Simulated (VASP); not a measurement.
# Al (Im-3m) in VASP: notebook

The runs below take Al through single point, with PBE, r2SCAN.

All numbers are computed with VASP 6.6.1; they aren't measurements. Logs are shortened: lines on timing, memory, paths and dates and some standing lists are left out, and cuts for length are marked.

## 1. The cell of the first run

Symmetry: Im-3m, No. 229, cubic system. Conventional cell: a = 3.182 Å, b = 3.182 Å, c = 3.182 Å, α = 90.00°, β = 90.00°, γ = 90.00°. Al (site symmetry m-3m) has 14 Al at 2.76 to 3.18 Å within 3.6 Å.

## 2. Single point, PBE, collinear spin, ferromagnetic start

The input, INCAR:

```
PREC     = Accurate       # precision mode
ENCUT    = 500            # plane-wave cutoff, eV
EDIFF    = 1E-6           # SCF threshold, eV
ISMEAR   = 0              # smearing method
SIGMA    = 0.1            # smearing width, eV
LREAL    = F              # projectors in reciprocal space
LASPH    = T              # aspherical terms in the spheres
NELM     = 200            # most SCF steps
ALGO     = Normal         # electronic algorithm
ISIF     = 2              # what is computed and relaxed
LWAVE    = F              # write WAVECAR
LCHARG   = T              # write CHGCAR
ISPIN    = 2              # spin polarisation
MAGMOM   = 1.18           # initial moments
LORBIT   = 11             # projections on sites
NUPDOWN  = 2.0            # fixed moment
GGA      = PE             # functional
LELF     = T              # ELF
LVHAR    = T            
NBANDS   = 12             # bands
GGA_COMPAT= F
```

The input, KPOINTS:

```
Automatic mesh
0
Gamma
  6 6 6
```

The input, POSCAR:

```
Al
1.0
   -1.5912186900      1.5912186900      1.5912186900
    1.5912186900     -1.5912186900      1.5912186900
    1.5912186900      1.5912186900     -1.5912186900
Al
1
Direct
    0.0000000000      0.0000000000      0.0000000000
```

Potentials or basis: VASP PAW PBE potentials, release 64 (Al).

Launch:

```sh
> cat potpaw_PBE.64/Al/POTCAR > POTCAR
> mpirun -np 1 vasp_std > vasp.out
```

OUTCAR:

```text
PREC = Accurate
   ENCUT = 500
   EDIFF = 1E-6
   ISMEAR = 0
   LREAL = F
   LASPH = T
   NELM = 200
   ISIF = 2
   ISPIN = 2
   LORBIT = 11
   NUPDOWN = 2.0
   GGA = PE

 ion  position               nearest neighbor table
   1  0.000  0.000  0.000-

  LATTYP: Found a body centered cubic cell.
 ALAT       =     3.1824373800

  Lattice vectors:

 A1 = (  -1.5912186900,   1.5912186900,   1.5912186900)
 A2 = (   1.5912186900,  -1.5912186900,   1.5912186900)
 A3 = (   1.5912186900,   1.5912186900,  -1.5912186900)

Analysis of symmetry for initial positions (statically):
=====================================================================
 Subroutine PRICEL returns:
 Original cell was already a primitive cell.

 Routine SETGRP: Setting up the symmetry group for a
 body centered cubic supercell.

 Subroutine GETGRP returns: Found 48 space group operations
 (whereof 48 operations were pure point group operations)
 out of a pool of 48 trial point group operations.

The static configuration has the point symmetry O_h .

Analysis of symmetry for dynamics (positions and initial velocities):
=====================================================================
 Subroutine PRICEL returns:
 Original cell was already a primitive cell.

 Routine SETGRP: Setting up the symmetry group for a
 body centered cubic supercell.

 Subroutine GETGRP returns: Found 48 space group operations
 (whereof 48 operations were pure point group operations)
 out of a pool of 48 trial point group operations.

The dynamic configuration has the point symmetry O_h .

Analysis of structural, dynamic, and magnetic symmetry:
=====================================================================
 Subroutine PRICEL returns:
 Original cell was already a primitive cell.

 Routine SETGRP: Setting up the symmetry group for a
 body centered cubic supercell.

 Subroutine GETGRP returns: Found 48 space group operations
 (whereof 48 operations were pure point group operations)
 out of a pool of 48 trial point group operations.

The overall configuration has the point symmetry O_h .

 Subroutine INISYM returns: Found 48 space group operations
 (whereof 48 operations are pure point group operations),
 and found     1 'primitive' translations

----------------------------------------------------------------------------------------

                                     Primitive cell

  volume of cell :      16.1157

  direct lattice vectors                    reciprocal lattice vectors
[... 117 lines left out ...]
  ---------------------------------------------------
  ext. energy  EPLUGINS =         0.00000000
  ---------------------------------------------------
  free energy    TOTEN  =         0.11229841 eV

  energy without entropy =        0.12271196  energy(sigma->0) =        0.11750518

 E-fermi :   4.0202     XC(G=0): -10.0456

 val. band max:       10.8428641827   @ k =   0.1667   0.1667   0.1667
 cond. band min:       4.0312866322   @ k =   0.3333   0.1667   0.0000
 fundamental gap:     -6.8115775505
 Fermi energy:        11.7595924246

 spin component 1

 k-point     1 :       0.0000    0.0000    0.0000
  band No.  band energies     occupation
      1      -4.0870      1.00000
      2      20.5639      0.00000
      3      20.5639      0.00000
      4      20.5639      0.00000
      5      22.4150      0.00000
      6      22.4150      0.00000
      7      22.4150      0.00000
      8      23.7686      0.00000
      9      23.7686      0.00000
     10      25.8644      0.00000
     11      25.8644      0.00000
     12      25.8644      0.00000
[... 211 lines left out ...]
 k-point    16 :       0.5000    0.5000    0.5000
  band No.  band energies     occupation
      1       9.1010      1.00000
      2       9.1010      1.00000
      3       9.1010      1.00000
      4      10.1564      1.00000
      5      10.1564      1.00000
      6      13.2835      0.00000
      7      32.8236      0.00000
      8      32.8236      0.00000
      9      32.8236      0.00000
     10      37.3743      0.00000
     11      39.5471      0.00000
     12      39.5471      0.00000
 Fermi energy:         4.0201630870

 spin component 2

 k-point     1 :       0.0000    0.0000    0.0000
  band No.  band energies     occupation
      1      -1.5412      1.00000
      2      23.2686      0.00000
      3      23.2687      0.00000
      4      23.2687      0.00000
      5      24.3465      0.00000
      6      24.3465      0.00000
      7      24.3465      0.00000
      8      26.1140      0.00000
      9      26.1140      0.00000
     10      28.6696      0.00000
     11      28.6696      0.00000
     12      28.6696      0.00000
[... 211 lines left out ...]
 k-point    16 :       0.5000    0.5000    0.5000
  band No.  band energies     occupation
      1      11.6956      0.00000
      2      11.6956      0.00000
      3      11.6956      0.00000
      4      12.7542      0.00000
      5      12.7542      0.00000
      6      15.0486      0.00000
      7      35.0412      0.00000
      8      35.0412      0.00000
      9      35.0412      0.00000
     10      40.5254      0.00000
     11      41.6245      0.00000
     12      41.6245      0.00000

------------------------ aborting loop because EDIFF is reached ----------------------------------------

  FORCE on cell =-STRESS in cart. coord.  units (eV):
  Direction    XX          YY          ZZ          XY          YZ          ZX
  --------------------------------------------------------------------------------------
  -------------------------------------------------------------------------------------
  Total        3.2879865      3.2879865      3.2879865      0.0000000     -0.0000000     -0.0000000
  in kB      326.8819926    326.8819926    326.8819926      0.0000000     -0.0000000     -0.0000000
  external PRESSURE =     326.8819926 kB  Pullay stress =       0.0000000 kB

 VOLUME and BASIS-vectors are now :
 -----------------------------------------------------------------------------
  energy-cutoff  :      500.00
  volume of cell :       16.12
      direct lattice vectors                 reciprocal lattice vectors
    -1.591218690  1.591218690  1.591218690     0.000000000  0.314224565  0.314224565
     1.591218690 -1.591218690  1.591218690     0.314224565  0.000000000  0.314224565
     1.591218690  1.591218690 -1.591218690     0.314224565  0.314224565  0.000000000

 POSITION                                       TOTAL-FORCE (eV/Angst)
 -----------------------------------------------------------------------------------
      0.00000      0.00000      0.00000        -0.000000      0.000000      0.000000
 -----------------------------------------------------------------------------------
    total drift:                                0.000000      0.000000      0.000000

  FREE ENERGIE OF THE ION-ELECTRON SYSTEM (eV)
  ---------------------------------------------------
  free  energy   TOTEN  =         0.1122984054 eV

  energy  without entropy=        0.1227119568  energy(sigma->0) =        0.11750518

 total charge

# of ion       s       p       d       tot
------------------------------------------
    1        0.416   0.372   0.000   0.788

 magnetization (x)

# of ion       s       p       d       tot
------------------------------------------
    1        0.202   0.306   0.000   0.508
```

OSZICAR:

```text
N       E                     dE             d eps       ncg     rms          rms(c)
DAV:   1     0.459822384575E+01    0.45982E+01   -0.93795E+02   768   0.151E+02
DAV:   2     0.372174193560E+00   -0.42260E+01   -0.41575E+01   980   0.345E+01
DAV:   3     0.313451701847E+00   -0.58722E-01   -0.58268E-01   956   0.277E+00
DAV:   4     0.313251758221E+00   -0.19994E-03   -0.19993E-03   904   0.193E-01
DAV:   5     0.313250254091E+00   -0.15041E-05   -0.15041E-05   940   0.146E-02    0.247E+00
DAV:   6     0.182517293994E+00   -0.13073E+00   -0.16821E-01   860   0.106E+00    0.123E+00
DAV:   7     0.114357083545E+00   -0.68160E-01   -0.38783E-02   844   0.510E-01    0.582E-01
DAV:   8     0.112191457037E+00   -0.21656E-02   -0.11478E-02   852   0.384E-01    0.351E-01
DAV:   9     0.112314218751E+00    0.12276E-03   -0.15482E-04   932   0.439E-02    0.819E-02
DAV:  10     0.112353993180E+00    0.39774E-04   -0.16272E-04   848   0.419E-02    0.258E-02
DAV:  11     0.112298375073E+00   -0.55618E-04   -0.10865E-04   832   0.330E-02    0.705E-03
DAV:  12     0.112298405431E+00    0.30358E-07   -0.43731E-07   816   0.234E-03
   1 F= 0.11229841E+00 E0= 0.11750518E+00  d E =-.104136E-01  mag=     2.0000
```

It took 8.6 s on 1 thread of AMD EPYC 7R13, shared host; peak memory 0.09 GiB.

What came out:

| Property | Result |
| --- | --- |
| Free energy | 0.1123 eV |
| Pressure | 32.7 GPa |
| Net moment | 2.00 μB per cell |
| Site moments | Al +0.51 μB |
| Valence electrons inside the program's atomic spheres | Al 0.79 |

Caveat: the k points lie up to 0.47 Å⁻¹ apart; the total moment is fixed, so each spin has its own Fermi level.

[end of part 1 of 3]
